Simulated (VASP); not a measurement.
The system is SnSe2.

```
Sn Se
1.0
     4.06000    0.00000    0.00000
    -2.03000    3.51606    0.00000
     0.00000    0.00000    4.46600
Sn Se
1 2
Cartesian
  0.0000 0.0000 0.0000
  0.0000 2.3440 2.2330
  2.0300 1.1720 2.2330
```

* Program: VASP 6.6.1
* Task: relaxation of cell and atoms
* Functional: PBE
* Potentials or basis: VASP PAW PBE potentials, release 64 (Sn_d, Se)
* Cutoff: 600 eV
* k mesh: 6 × 6 × 5
* Occupations: methfessel-paxton, width 0.02 eV
* Spin: no spin polarisation

At the start: pressure 24.0 GPa; volume 21.25 Å³/atom.

Problem. How do energy, volume and symmetry change on relaxing?

Solution. Over 14 steps the energy falls by 769.3 meV/atom and the volume is 25.36 Å³/atom (+19.4 %); space group P6/mmm (No. 191, to 0.1 Å) before and after.

Step by step:
| step | energy change (eV) | largest force (eV/Å) | pressure (GPa) | volume (Å³) |
| --- | --- | --- | --- | --- |
| 1 | 0.0000 | 0.0000 | 23.97 | 63.75 |
| 2 | -1.7296 | 0.0000 | -5.46 | 96.97 |
| 3 | -1.8798 | 0.0000 | -2.26 | 87.31 |
| 4 | -2.1424 | 0.0000 | -2.45 | 84.21 |
| 5 | -2.2638 | 0.0000 | -2.33 | 81.39 |
| 6 | -2.2803 | 0.0000 | -2.22 | 80.00 |
| 7 | -2.3010 | 0.0000 | 1.17 | 74.78 |
| 8 | -2.3068 | 0.0000 | 0.01 | 76.38 |
| 9 | -2.3068 | 0.0000 | -0.05 | 76.45 |
| 10 | -2.3070 | 0.0000 | -0.05 | 76.38 |
| 11 | -2.3079 | 0.0000 | -0.02 | 76.16 |
| 12 | -2.3074 | 0.0000 | 0.12 | 75.72 |
| 13 | -2.3077 | 0.0000 | 0.04 | 75.97 |
| 14 | -2.3079 | 0.0000 | 0.00 | 76.09 |

Final structure:
```
CELL_PARAMETERS angstrom
4.80005 0.00000 0.00000
-2.40002 4.15696 0.00000
0.00000 0.00000 3.81350
ATOMIC_POSITIONS crystal
Sn 0.00000 0.00000 0.00000
Se 0.33333 0.66667 0.50000
Se 0.66667 0.33333 0.50000
```

Caveat: the volume moved by over 15 % at a fixed basis, so the end points are rough.
